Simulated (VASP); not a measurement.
# Sb (R-3m) in VASP: notebook

The runs below take Sb through single point, relaxation of cell and atoms, with r2SCAN.

Program: VASP 6.6.1. These are calculated values, not measurements. Logs are shortened: lines on timing, memory, paths and dates and some standing lists are left out, and cuts for length are marked.

## 1. The cell of the first run

Symmetry: R-3m, No. 166, trigonal system. The conventional cell has a = 4.341 Å, b = 4.341 Å, c = 11.613 Å, α = 90.00°, β = 90.00°, γ = 120.00°. Within 3.8 Å of Sb (site symmetry 3m) lie 6 Sb at 2.92 to 3.45 Å.

## 2. Single point, r2SCAN

Input file POSCAR:

```
Sb
1.0
    2.1706019836      1.2531976396      3.8710903194
   -2.1706019836      1.2531976396      3.8710903194
    0.0000000000     -2.5063952791      3.8710903194
Sb
2
Direct
    0.2313018554      0.2313018554      0.2313018554
    0.7686981446      0.7686981446      0.7686981446
```

Input file INCAR.step1:

```
SYSTEM = Sb
ALGO = Normal ; EDIFF = 1E-4
ENCUT = 520 ; GGA = PE
ISMEAR = -1 ; LASPH = .TRUE.
LCHARG = .FALSE. ; LREAL = .FALSE.
LWAVE = .TRUE. ; NBANDS = 12
NELM = 60 ; PREC = Accurate
SIGMA = 0.1
```

Input file INCAR.step2:

```
SYSTEM = Sb
ALGO = Normal ; EDIFF = 1E-7
ENCUT = 520 ; ISIF = 2
ISMEAR = -1 ; ISTART = 1
LASPH = .TRUE. ; LCHARG = .FALSE.
LMIXTAU = .TRUE. ; LREAL = .FALSE.
LWAVE = .FALSE. ; METAGGA = R2SCAN
NBANDS = 12 ; NELM = 60
PREC = Accurate ; SIGMA = 0.1
```

Input file KPOINTS:

```
k-points
0
G
  14 14 14
  0 0 0
```

Potentials or basis: VASP PAW PBE potentials, release 64 (Sb).

Launch:

```sh
> cat potpaw_PBE.64/Sb/POTCAR > POTCAR
> cp INCAR.step1 INCAR
> mpirun -np 1 vasp_std > vasp.out
> cp INCAR.step2 INCAR
> mpirun -np 1 vasp_std > vasp.out
```

OUTCAR:

```text
SYSTEM = Sb
   EDIFF = 1E-7
   ENCUT = 520
   ISIF = 2
   ISMEAR = -1
   ISTART = 1
   LASPH = .TRUE.
   LREAL = .FALSE.
   METAGGA = R2SCAN
   NELM = 60
   PREC = Accurate

 ion  position               nearest neighbor table
   1  0.231  0.231  0.231-   2 2.92   2 2.92   2 2.92   2 3.45   2 3.45   2 3.45
   2  0.769  0.769  0.769-   1 2.92   1 2.92   1 2.92   1 3.45   1 3.45   1 3.45

  LATTYP: Found a trigonal (rhomboedric) cell.
 ALAT       =     4.6116545356
 COS(alpha) =     0.5569254000

  Lattice vectors:

 A1 = (   2.1706019836,   1.2531976396,   3.8710903194)
 A2 = (  -2.1706019836,   1.2531976396,   3.8710903194)
 A3 = (   0.0000000000,  -2.5063952791,   3.8710903194)

Analysis of symmetry for initial positions (statically):
=====================================================================
 Subroutine PRICEL returns:
 Original cell was already a primitive cell.

 Routine SETGRP: Setting up the symmetry group for a
 trigonal (rhombohedral) supercell.

 Subroutine GETGRP returns: Found 12 space group operations
 (whereof 12 operations were pure point group operations)
 out of a pool of 12 trial point group operations.

The static configuration has the point symmetry D_3d.

Analysis of symmetry for dynamics (positions and initial velocities):
=====================================================================
 Subroutine PRICEL returns:
 Original cell was already a primitive cell.

 Routine SETGRP: Setting up the symmetry group for a
 trigonal (rhombohedral) supercell.

 Subroutine GETGRP returns: Found 12 space group operations
 (whereof 12 operations were pure point group operations)
 out of a pool of 12 trial point group operations.

The dynamic configuration has the point symmetry D_3d.

 Subroutine INISYM returns: Found 12 space group operations
 (whereof 12 operations are pure point group operations),
 and found     1 'primitive' translations

----------------------------------------------------------------------------------------

                                     Primitive cell

  volume of cell :      63.1807

  direct lattice vectors                    reciprocal lattice vectors
     2.170601984  1.253197640  3.871090319     0.230350845  0.132993122  0.086108384
    -2.170601984  1.253197640  3.871090319    -0.230350845  0.132993122  0.086108384
     0.000000000 -2.506395279  3.871090319     0.000000000 -0.265986244  0.086108384

  length of vectors
     4.611654536  4.611654536  4.611654536     0.279577066  0.279577066  0.279577066

  position of ions in fractional coordinates (direct lattice)
     0.231301855  0.231301855  0.231301855
     0.768698145  0.768698145  0.768698145

  ion indices of the primitive-cell ions
   primitive index   ion index
                 1           1
                 2           2

----------------------------------------------------------------------------------------

 KPOINTS: k-points

Automatic generation of k-mesh.
 Grid dimensions read from file:
 generate k-points for:   14   14   14

 Generating k-lattice:

  Cartesian coordinates                     Fractional coordinates (reciprocal lattice)
     0.016453632  0.009499509  0.006150599     0.071428571  0.000000000  0.000000000
    -0.016453632  0.009499509  0.006150599     0.000000000  0.071428571  0.000000000
     0.000000000 -0.018999017  0.006150599     0.000000000  0.000000000  0.071428571

  Length of vectors
     0.019969790  0.019969790  0.019969790

  Shift w.r.t. Gamma in fractional coordinates (k-lattice)
     0.000000000  0.000000000  0.000000000

 Subroutine IBZKPT returns following result:
 ===========================================

 Found    288 irreducible k-points:

 Following reciprocal coordinates:
            Coordinates               Weight
  0.000000  0.000000  0.000000      1.000000
  0.071429 -0.000000  0.000000      6.000000
  0.142857 -0.000000  0.000000      6.000000
  0.214286  0.000000  0.000000      6.000000
  0.285714  0.000000  0.000000      6.000000
  0.357143 -0.000000  0.000000      6.000000
[... 16 lines left out ...]
  0.214286  0.142857  0.000000     12.000000
  0.285714  0.142857  0.000000     12.000000
 [... further k-points ...]
   k-points           NKPTS =    288   k-points in BZ     NKDIM =    288   number of bands    NBANDS=     12
   number of dos      NEDOS =    301   number of ions     NIONS =      2
   total plane-waves  NPLWV =  46656
   dimension x,y,z NGX =    36 NGY =   36 NGZ =   36
   dimension x,y,z NGXF=    72 NGYF=   72 NGZF=   72
   ions per type =               2
   NGX,Y,Z   is equivalent  to a cutoff of  12.98, 12.98, 12.98 a.u.
   NGXF,Y,Z  is equivalent  to a cutoff of  25.96, 25.96, 25.96 a.u.
 SYSTEM =  Sb
   PREC   = accura    normal or accurate (medium, high low for compatibility)
   ISTART =      1    job   : 0-new  1-cont  2-samecut
   ICHARG =      0    charge: 1-file 2-atom 10-const
   ISPIN  =      1    spin polarized calculation?
   LNONCOLLINEAR =      F non collinear calculations
   LSORBIT =      F    spin-orbit coupling
   LASPH  =      T    aspherical Exc in radial PAW
   ENCUT  =  520.0 eV  38.22 Ry    6.18 a.u.   8.57  8.57  8.57*2*pi/ulx,y,z
   NELM   =     60;   NELMIN=  2; NELMDL=  0     # of ELM steps
   EDIFF  = 0.1E-06   stopping-criterion for ELM
   LREAL  =      F    real-space projection
   EDIFFG = 0.1E-05   stopping-criterion for IOM
   NSW    =      0    number of steps for IOM
   IBRION =     -1    ionic relax: 0-MD 1-quasi-New 2-CG
   NFREE  =      0    steps in history (QN), initial steepest desc. (CG)
   ISIF   =      2    stress and relaxation
   ISYM   =      2    0-nonsym 1-usesym 2-fastsym
   POTIM  = 0.5000    time-step for ionic-motion
   TEBEG  =    0.0;   TEEND  =   0.0 temperature during run
   PSTRESS=    0.0 pullay stress
   NELECT =      10.0000    total number of electrons
   NUPDOWN=      -1.0000    fix difference up-down
   EMIN   =  10.00;   EMAX   =-10.00  energy-range for DOS
   EFERMI =   0.00;   METHOD = LEGACY
   ISMEAR =    -1;   SIGMA  =   0.10  broadening in eV -4-tet -1-fermi 0-gaus
   EFERMI_NEDOS =   21; number of points for ismear=-14 and -15
   IALGO  =     38    algorithm
   IMIX   =      4    mixing-type and parameters
     AMIX     =   0.40;   BMIX     =  1.00
     AMIX_MAG =   1.60;   BMIX_MAG =  1.00
  volume/ion in A,a.u.               =      31.59       213.18
  Fermi-wavevector in a.u.,A,eV,Ry     =   0.885551  1.673448 10.669687  0.784200
  Thomas-Fermi vector in A             =   2.006599
   LORBIT       =      0    0 simple, 1 ext, 2 COOP (PROOUT), +10 PAW based schemes
   METAGGA = R2SCAN    functional components
   LHFCALC =     F    Hartree Fock is set to
   AEXX    =    0.0000 exact exchange contribution
   IVDW    =     0    specifies the selected vdW correction
   LEPSILON=     F    determine dielectric tensor
   LRPA    =     F    only Hartree local field effects (RPA)
 non-spin polarized calculation
  energy-cutoff  :      520.00
  volume of cell :       63.18
 maximum number of plane-waves:      1726
 NGX is ok and might be reduce to    36
   NGX = 17   NGY = 17   NGZ = 17

 number of electron      10.0000000 magnetization

 Free energy of the ion-electron system (eV)
  ---------------------------------------------------
  ext. energy  EPLUGINS =         0.00000000
  ---------------------------------------------------
  free energy    TOTEN  =       -51.39431851 eV

  energy without entropy =      -51.38684925  energy(sigma->0) =      -51.39058388

 E-fermi :   6.7629     XC(G=0):  -9.7776

 val. band max:        6.7450952053   @ k =   0.4286   0.0714   0.0714
 cond. band min:       6.8347972813   @ k =   0.3571   0.1429   0.1429
 fundamental gap:      0.0897020761
 Fermi energy:         6.7629027526

 k-point     1 :       0.0000    0.0000    0.0000
  band No.  band energies     occupation
      1      -6.3507      2.00000
      2       1.6561      2.00000
      3       4.4812      2.00000
      4       4.7941      2.00000
      5       4.7941      2.00000
      6       8.6113      0.00000
      7       9.3492      0.00000
      8       9.3492      0.00000
      9      12.2977      0.00000
     10      12.2977      0.00000
     11      12.5240      0.00000
     12      13.8822      0.00000

 k-point     2 :       0.0714   -0.0000    0.0000
  band No.  band energies     occupation
      1      -6.2934      2.00000
      2       1.4008      2.00000
      3       4.5140      2.00000
      4       4.7726      2.00000
      5       4.8638      2.00000
      6       8.6376      0.00000
      7       9.2093      0.00000
      8       9.2428      0.00000
      9      11.9792      0.00000
     10      12.2670      0.00000
     11      12.3111      0.00000
     12      14.2735      0.00000

 k-point     3 :       0.1429   -0.0000    0.0000
  band No.  band energies     occupation
      1      -6.1220      2.00000
      2       0.7616      2.00000
      3       4.5156      2.00000
      4       4.7164      2.00000
      5       5.0883      2.00000
      6       8.5579      0.00000
      7       8.8860      0.00000
      8       8.9418      0.00000
      9      11.6411      0.00000
     10      12.1568      0.00000
     11      12.3948      0.00000
     12      15.1628      0.00000
[... 286 lines left out ...]
 k-point    23 :       0.2143    0.1429    0.0000
  band No.  band energies     occupation
      1      -5.8700      2.00000
      2       0.2088      2.00000
      3       3.7860      2.00000
      4       4.1728      2.00000
      5       5.8992      1.99965
      6       7.6201      0.00038
      7       9.0554      0.00000
      8       9.7761      0.00000
      9      11.2929      0.00000
     10      12.9549      0.00000
     11      13.4486      0.00000
     12      14.7327      0.00000

 k-point    24 :       0.2857    0.1429    0.0000
  band No.  band energies     occupation
      1      -5.5645      2.00000
      2      -0.4611      2.00000
      3       3.6341      2.00000
      4       4.0350      2.00000
      5       5.5765      1.99999
      6       7.8766      0.00003
      7       9.1202      0.00000
      8       9.4887      0.00000
      9      11.0746      0.00000
     10      13.4764      0.00000
     11      13.9985      0.00000
     12      15.6171      0.00000

 [... further k-points ...]

------------------------ aborting loop because EDIFF is reached ----------------------------------------

  FORCE on cell =-STRESS in cart. coord.  units (eV):
  Direction    XX          YY          ZZ          XY          YZ          ZX
  --------------------------------------------------------------------------------------
  -------------------------------------------------------------------------------------
  Total        0.0460006      0.0460006      0.0435736      0.0000000      0.0000000      0.0000000
  in kB        1.1665129      1.1665129      1.1049670      0.0000000      0.0000000      0.0000000
  external PRESSURE =       1.1459976 kB  Pullay stress =       0.0000000 kB

 VOLUME and BASIS-vectors are now :
 -----------------------------------------------------------------------------
  energy-cutoff  :      520.00
  volume of cell :       63.18
      direct lattice vectors                 reciprocal lattice vectors
     2.170601984  1.253197640  3.871090319     0.230350845  0.132993122  0.086108384
    -2.170601984  1.253197640  3.871090319    -0.230350845  0.132993122  0.086108384
     0.000000000 -2.506395279  3.871090319     0.000000000 -0.265986244  0.086108384

 POSITION                                       TOTAL-FORCE (eV/Angst)
 -----------------------------------------------------------------------------------
      0.00000      0.00000      2.68617         0.000000      0.000000      0.072277
      0.00000      0.00000      8.92710         0.000000     -0.000000     -0.072277
 -----------------------------------------------------------------------------------
    total drift:                                0.000000     -0.000000     -0.000000

  FREE ENERGIE OF THE ION-ELECTRON SYSTEM (eV)
  ---------------------------------------------------
  free  energy   TOTEN  =       -51.3943185149 eV

  energy  without entropy=      -51.3868492479  energy(sigma->0) =      -51.39058388
```

Wall time 11 min (1 thread of AMD EPYC 9R45 (Zen 5), shared host); peak memory 0.32 GiB.

Results:

```
Free energy            : -51.3943 eV
Pressure               : 0.1 GPa
Largest force          : 0.072 eV/Å
Band gap on the k mesh : zero (band 5 reaches 6.89 eV, above the bottom of band 6 at 6.61 eV)
```

Forces in eV/Å, atoms in the order of the input:
```
Sb   0.000  0.000  0.072
Sb   0.000  0.000 -0.072
```

Caveat: the PAW data sets were made with another functional, which shifts forces and pressure a little; spin-orbit coupling is left out, which moves the levels of the heavy elements.

## 3. Relaxation of cell and atoms, r2SCAN

This run uses another cell than the first one, of 30.20 Å³/atom, 0.956 times its volume.

Input file POSCAR:

```
Sb
1.0
    2.1540983456      1.2436692597      3.7580152782
   -2.1540983456      1.2436692597      3.7580152782
    0.0000000000     -2.4873385193      3.7580152782
Sb
2
Direct
    0.2330000000      0.2330000000      0.2330000000
    0.7670000000      0.7670000000      0.7670000000
```

Input file INCAR.step1:

```
  PREC = Accurate
  ENCUT = 600
  ISMEAR = -1
  SIGMA = 0.1
  LREAL = False
  LASPH = True
  NELM = 60
  GGA = PE
  ALGO = Normal
  EDIFF = 1E-4
  LWAVE = True
  LCHARG = False
```

Input file INCAR.step2:

```
  PREC = Accurate
  ENCUT = 600
  EDIFF = 1E-6
  ISMEAR = -1
  SIGMA = 0.1
  LREAL = False
  LASPH = True
  NELM = 60
  ALGO = Normal
  ISIF = 3
  LWAVE = False
  LCHARG = False
  METAGGA = R2SCAN
  LMIXTAU = True
  IBRION = 2
  NSW = 80
  EDIFFG = -0.01
  ISTART = 1
```

Input file KPOINTS:

```
regular mesh
0
Gamma
  9 9 9
```

Potentials or basis: VASP PAW PBE potentials, release 64 (Sb).

Launch:

```sh
> cat potpaw_PBE.64/Sb/POTCAR > POTCAR
> cp INCAR.step1 INCAR
> mpirun -np 1 vasp_std > vasp.out
> cp INCAR.step2 INCAR
> mpirun -np 1 vasp_std > vasp.out
```

Run time: 11 min. Hardware: 1 thread of AMD EPYC 9R45 (Zen 5), shared host; peak memory 0.23 GiB.

The run converged. Its results:

```
Free energy                            : -51.4013 eV
Relaxed volume                         : 31.50 Å³/atom
Relaxed cell                           : a = 4.594 Å, b = 4.594 Å, c = 4.594 Å, α = 56.49°, β = 56.49°, γ = 56.49°
Space group after relaxing (to 0.05 Å) : R-3m (No. 166)
Energy gained by relaxing              : 6.7 meV/atom
Ionic steps                            : 7
Pressure after relaxing                : 0.0 GPa
Band gap on the k mesh                 : 0.14 eV, indirect (least direct gap 0.58 eV)
```

The path:
```csv
step,energy change (eV),largest force (eV/Å),pressure (GPa),volume (Å³)
1,0.0000,0.1383,1.98,60.41
2,-0.0052,0.2161,-1.25,63.72
3,-0.0116,0.0709,0.05,62.27
4,-0.0122,0.0550,0.04,62.39
5,-0.0132,0.0025,0.02,62.77
6,-0.0133,0.0177,0.01,62.92
7,-0.0134,0.0000,-0.02,63.00
```

Final structure:
```yaml
crystal:
  lattice:
    - [2.17406, 1.25520, 3.84759]
    - [-2.17406, 1.25520, 3.84759]
    - [0.00000, -2.51039, 3.84759]
  atoms:
    - { symbol: Sb, position: [0.23198, 0.23198, 0.23198] }
    - { symbol: Sb, position: [0.76802, 0.76802, 0.76802] }
```

Levels at points of the mesh, in eV from the valence-band top:
```csv
k point,band 1,band 2,band 3,band 4,band 5,band 6,band 7,band 8,band 9
"(0.00, 0.00, 0.00)",-13.01,-4.99,-2.17,-1.88,-1.88,2.02,2.72,2.72,5.59
```

Caveat: the PAW data sets were made with another functional, which shifts forces and pressure a little; spin-orbit coupling is left out, which moves the levels of the heavy elements. Zero-point motion and thermal expansion aren't in these numbers.
